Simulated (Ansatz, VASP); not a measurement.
# Two plane-wave programs on NaLaMnMoO6

Contents of INCAR:

```
SYSTEM = NaLaMnMoO6
PREC     = Accurate       ! precision mode
ENCUT    = 520            ! plane-wave cutoff, eV
EDIFF    = 1E-6           ! SCF threshold, eV
ISMEAR   = -1             ! smearing method
SIGMA    = 0.05           ! smearing width, eV
LREAL    = .FALSE.        ! projectors in reciprocal space
LASPH    = .TRUE.         ! aspherical terms in the spheres
NELM     = 150            ! most SCF steps
ALGO     = Normal         ! electronic algorithm
ISIF     = 2              ! what is computed and relaxed
LWAVE    = .FALSE.        ! write WAVECAR
LCHARG   = .FALSE.        ! write CHGCAR
ISPIN    = 2              ! spin polarisation
MAGMOM   = 0 0 4 1 0 0 0 0 0 0 ! initial moments
LORBIT   = 11             ! projections on sites
LMAXMIX  = 6              ! l up to which the mixer works
GGA      = RE             ! functional
NBANDS   = 56             ! bands
```

The input KPOINTS:

```
regular mesh
0
G
  6 6 6
  0 0 0
```

POSCAR

```
NaLaMnMoO6
1.0
    0.0000000000      3.8625900000      3.8625900000
    3.8625900000      0.0000000000      3.8625900000
    3.8625900000      3.8625900000      0.0000000000
Na La Mn Mo O
1 1 1 1 6
Direct
    0.2500000000      0.2500000000      0.2500000000
    0.7500000000      0.7500000000      0.7500000000
    0.5000000000      0.5000000000      0.5000000000
    0.0000000000      0.0000000000      0.0000000000
    0.7466200000      0.2533800000      0.2533800000
    0.2533800000      0.2533800000      0.7466200000
    0.2533800000      0.7466200000      0.2533800000
    0.7466200000      0.2533800000      0.7466200000
    0.7466200000      0.7466200000      0.2533800000
    0.2533800000      0.7466200000      0.7466200000
```

input.yaml

```yaml
crystal:
  lattice:
    - [0.0, 3.86259, 3.86259]
    - [3.86259, 0.0, 3.86259]
    - [3.86259, 3.86259, 0.0]
  atoms:
    - { symbol: Na, position: [0.25, 0.25, 0.25] }
    - { symbol: La, position: [0.75, 0.75, 0.75] }
    - { symbol: Mn, position: [0.5, 0.5, 0.5], spin: 4.0 }
    - { symbol: Mo, position: [0.0, 0.0, 0.0], spin: 1.0 }
    - { symbol: O, position: [0.74662, 0.25338, 0.25338] }
    - { symbol: O, position: [0.25338, 0.25338, 0.74662] }
    - { symbol: O, position: [0.25338, 0.74662, 0.25338] }
    - { symbol: O, position: [0.74662, 0.25338, 0.74662] }
    - { symbol: O, position: [0.74662, 0.74662, 0.25338] }
    - { symbol: O, position: [0.25338, 0.74662, 0.74662] }
hamiltonian:
  xc: revpbe
  pseudopotentials: { kind: paw }
magnetization:
  spin_polarized: true
kpoints:
  mp_grid: { grid: [6, 6, 6] }
  band_path:
    path:
      - [[0.0, 0.0, 0.0], [0.5, 0.0, 0.5], [0.5, 0.25, 0.75], [0.375, 0.375, 0.75], [0.0, 0.0, 0.0], [0.5, 0.5, 0.5], [0.625, 0.25, 0.625], [0.5, 0.25, 0.75], [0.5, 0.5, 0.5], [0.375, 0.375, 0.75]]
      - [[0.625, 0.25, 0.625], [0.5, 0.0, 0.5]]
    npoints: 10
scf:
  occupations: { method: fermi_dirac, width: 0.05 }
  n_extra_bands: 25
output:
  forces: true
  stress: true
  eigenvalues: true
  fatbands: false
```

Alike in both runs: functional revPBE; k mesh 6 × 6 × 6; occupations fermi-dirac, width 0.05 eV; collinear spin.

|  | VASP | Ansatz |
| --- | --- | --- |
| version | VASP 6.6.1 | Ansatz 0.2.0 |
| potentials or method | VASP PAW PBE potentials, release 64 (Na_pv, La, Mn_pv, Mo_sv, O) | Ansatz PAW |
| plane-wave cutoff (eV) | 520 | 420 |
| valence electrons in the cell | 81 | 85 |
| task | single point | band structure |

Ansatz gave:

```
gap on the k mesh at the Fermi level (eV)                     : none
pressure (GPa)                                                : 3.5
rms of the force components (eV/Å)                            : 0.000
net moment per atom (μB)                                      : 0.12
size of the moment on the site where the two differ most (μB) : 0.51
```

**Question.** What did VASP give for the same quantities?

**Answer.** gap on the k mesh at the Fermi level (eV): none; pressure (GPa): 3.7; rms of the force components (eV/Å): 0.022; net moment per atom (μB): 0.12; size of the moment on the site where the two differ most (μB): 0.80.

VASP's potentials were made for PBE, not for revPBE. Site moments also hang on the region over which each program counts them. Atom by atom the forces differ by 0.022 eV/Å (rms over components). A gap of «none» marks a metal or a gap that the smearing closes. With one functional, cell and mesh, what is left measures potentials, basis and numerics. VASP's potentials hold 81 valence electrons a cell and Ansatz's 85, so a difference there can come from the potentials and not from the codes.

Spin-orbit coupling is off throughout.
